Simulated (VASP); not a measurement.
Wanted: the native input for a VASP 6.6.1 run.

| Property | Result |
| --- | --- |
| Task | single point |
| Functional | PBE |
| Potentials or basis | VASP PAW PBE potentials, release 64 (Ga_d, As) |
| Cutoff | 520 eV |
| k mesh | 8 × 8 × 8 |
| Occupations | fermi-dirac, width 0.02 eV |
| Spin | no spin polarisation |
| Dipole correction | no |
| Further INCAR settings | ALGO = Normal; EDIFF = 1e-06; NBANDS = 16 |

The structure of GaAs lies in POSCAR:

```
GaAs
1.0
    3.3286687127      0.0000000000      0.0000000000
    0.0000000000      3.3286687127      0.0000000000
    0.0000000000      0.0000000000      3.3286687127
Ga As
1 1
Direct
    0.0000000000      0.0000000000      0.0000000000
    0.5000000000      0.5000000000      0.5000000000
```

These files were run (other wordings do the same):

INCAR

```
  PREC = Accurate
  ENCUT = 520
  EDIFF = 1E-6
  ISMEAR = -1
  SIGMA = 0.02
  LREAL = F
  LASPH = T
  NELM = 60
  ALGO = Normal
  ISIF = 2
  LWAVE = F
  LCHARG = T
  GGA = PE
  LELF = T
  LVHAR = T
  NBANDS = 16
```

KPOINTS

```
Automatic mesh
0
Gamma
  8 8 8
```

Potentials or basis: VASP PAW PBE potentials, release 64 (Ga_d, As).

Launch:

```bash
$ cat potpaw_PBE.64/Ga_d/POTCAR potpaw_PBE.64/As/POTCAR > POTCAR
$ mpirun -np 1 vasp_std > vasp.out
```

Results of the run:

```json
{
 "Pressure": "2.5 GPa",
 "Band gap on the k mesh": "zero (band 9 reaches 7.66 eV, above the bottom of band 10 at 3.94 eV)"
}
```

Run time: 17 s on 1 thread of Intel(R) Xeon(R) Platinum 8488C (Sapphire Rapids), with other jobs on the host, peak memory 0.17 GiB.
